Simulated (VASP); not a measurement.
Be: single point with PBE

Crystal: Be.

```
CELL_PARAMETERS angstrom
-1.24046 1.24046 1.24046
1.24046 -1.24046 1.24046
1.24046 1.24046 -1.24046
ATOMIC_POSITIONS crystal
Be 0.00000 0.00000 0.00000
```

This cell differs from its parent crystal: volume scaled by 0.97.

- Program: VASP 6.6.1
- Task: single point
- Functional: PBE
- Potentials or basis: VASP PAW PBE potentials, release 64 (Be)
- Cutoff: 520 eV
- k mesh: 23 × 23 × 23
- Occupations: fermi-dirac, width 0.03 eV
- Spin: no spin polarisation

```json
{
 "Pressure": "3.2 GPa",
 "Band gap on the k mesh": "zero (band 1 reaches 11.81 eV, above the bottom of band 2 at 6.84 eV)"
}
```

Levels at points of the mesh, in eV from the Fermi level:
| k point | band 1 | band 2 | band 3 | band 4 |
| --- | --- | --- | --- | --- |
| (0.00, 0.00, 0.00) | -12.46 | 19.79 | 19.79 | 19.79 |

Wall time 18 s on 1 thread of AMD EPYC 7R13, on a shared host, peak memory 0.09 GiB.
